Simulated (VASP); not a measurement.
Set up this calculation in VASP 6.6.1, as the native input.

| Quantity | Value |
| --- | --- |
| Task | single point |
| Functional | r2SCAN |
| Potentials or basis | VASP PAW PBE potentials, release 64 (Ti_sv, O) |
| Cutoff | 520 eV |
| k mesh | 6 × 6 × 10 |
| Occupations | gaussian, width 0.05 eV |
| Spin | no spin polarisation |
| Dipole correction | no |
| Further INCAR settings | ALGO = Normal; EDIFF = 1e-06; NBANDS = 33 |

Crystal: TiO2.

```
Ti O
1.0
     4.59675    0.00000    0.00000
     0.00000    4.59675    0.00000
     0.00000    0.00000    2.95367
Ti O
2 4
Cartesian
  0.0000 0.0000 -0.5000
  2.2984 2.2984 0.9768
  1.4002 1.4002 0.0000
  0.8982 3.6986 1.4768
  3.1965 3.1965 0.0000
  3.6986 0.8982 1.4768
```

This cell differs from its parent crystal: all Ti atoms moved -0.500 Å, as atom 1 along Cartesian [0 0 1].

The input as run:

POSCAR

```
TiO2
1.0
    4.5967496901      0.0000000000      0.0000000000
    0.0000000000      4.5967496901      0.0000000000
    0.0000000000      0.0000000000      2.9536714147
Ti O
2 4
Direct
    0.0000000000      0.0000000000     -0.1692808474
    0.5000000000      0.5000000000      0.3307191526
    0.3046118010      0.3046118010      0.0000000000
    0.1953881990      0.8046118010      0.5000000000
    0.6953881990      0.6953881990      0.0000000000
    0.8046118010      0.1953881990      0.5000000000
```

INCAR.step1

```
SYSTEM = TiO2
ALGO = Normal ; EDIFF = 1E-4
ENCUT = 520 ; GGA = PE
ISMEAR = 0 ; LASPH = .TRUE.
LCHARG = .FALSE. ; LREAL = .FALSE.
LWAVE = .TRUE. ; NBANDS = 33
NELM = 80 ; PREC = Accurate
SIGMA = 0.05
```

INCAR.step2

```
SYSTEM = TiO2
ALGO = Normal ; EDIFF = 1E-6
ENCUT = 520 ; ISIF = 2
ISMEAR = 0 ; ISTART = 1
LASPH = .TRUE. ; LCHARG = .TRUE.
LELF = .TRUE. ; LMIXTAU = .TRUE.
LREAL = .FALSE. ; LVHAR = .TRUE.
LWAVE = .FALSE. ; METAGGA = R2SCAN
NBANDS = 33 ; NELM = 80
PREC = Accurate ; SIGMA = 0.05
```

KPOINTS

```
k-points
0
G
  6 6 10
  0 0 0
```

Potentials or basis: VASP PAW PBE potentials, release 64 (Ti_sv, O).

Command:

```sh
$ cat potpaw_PBE.64/Ti_sv/POTCAR potpaw_PBE.64/O/POTCAR > POTCAR
$ cp INCAR.step1 INCAR
$ mpirun -np 1 vasp_std > vasp.out
$ cp INCAR.step2 INCAR
$ mpirun -np 1 vasp_std > vasp.out
```

It gave:

| Quantity | Value |
| --- | --- |
| Pressure | 42.3 GPa |
| Largest force | 9.562 eV/Å |
| Band gap on the k mesh | 4.42 eV |

Caveat: the cell differs from its parent crystal (all Ti atoms moved -0.500 Å, as atom 1 along Cartesian [0 0 1]); the stress differs along the axes, from 38 to 51 GPa; the PAW data sets were made with another functional, which shifts forces and pressure a little.

Run time: 5.3 min on 1 thread of Intel(R) Xeon(R) Platinum 8488C (Sapphire Rapids), with other jobs on the host, peak memory 0.24 GiB.
